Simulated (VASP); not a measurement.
Bi, 1 atom in the cell. The structure is cubic, space group Pm-3m (No. 221). Conventional cell: a = 3.219 Å, b = 3.219 Å, c = 3.219 Å, α = 90.00°, β = 90.00°, γ = 90.00°. Within 4.2 Å of Bi (site symmetry m-3m) lie 6 Bi at 3.22 Å. 

| Quantity | Value |
| --- | --- |
| Program | VASP 6.6.1 |
| Task | single point |
| Functional | PBEsol |
| Potentials or basis | VASP PAW PBE potentials, release 64 (Bi_d) |
| Cutoff | 500 eV |
| k mesh | 7 × 7 × 7 |
| Occupations | gaussian, width 0.05 eV |
| Spin | no spin polarisation |
| Dipole correction | no |
| Further INCAR settings | ALGO = Normal; EDIFF = 1e-06; NBANDS = 14 |

Potentials or basis: VASP PAW PBE potentials, release 64 (Bi_d).

Launch:

```sh
$ cat potpaw_PBE.64/Bi_d/POTCAR > POTCAR
$ mpirun -np 1 vasp_std > vasp.out
```

Hardware: 1 thread of Intel(R) Xeon(R) Platinum 8259CL CPU @ 2.50GHz (Skylake/Cascade Lake), with other jobs on the host.

Problem. How long does it take, and how much memory?

Solution. Run time: 5.8 s on 1 thread of Intel(R) Xeon(R) Platinum 8259CL CPU @ 2.50GHz (Skylake/Cascade Lake) (shared host), peak memory 0.13 GiB. Counts: scf iterations 10, k points 20.
